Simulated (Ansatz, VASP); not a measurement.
# One calculation of Ge, two programs

```
Ge
1.0
     0.00000    2.22084    2.22084
     2.22084    0.00000    2.22084
     2.22084    2.22084    0.00000
Ge
1
Cartesian
  0.0000 0.0000 0.0000
```

Alike in both runs: task single point; functional PBE; k mesh 14 × 14 × 14; occupations fermi-dirac, width 0.1 eV; no spin polarisation.

```csv
,VASP,Ansatz
version,VASP 6.6.1,Ansatz 0.2.0
potentials or method,"VASP PAW PBE potentials, release 64 (Ge_d), cutoff 520 eV","plane waves (420 eV) with PAW, scalar-relativistic"
valence electrons in the cell,14,14
```

```csv
,VASP,Ansatz,Ansatz less VASP
pressure (GPa),-5.5,-5.4,+0.09
```

The functional is the same, so the differences come from potentials, cutoffs and numerics.
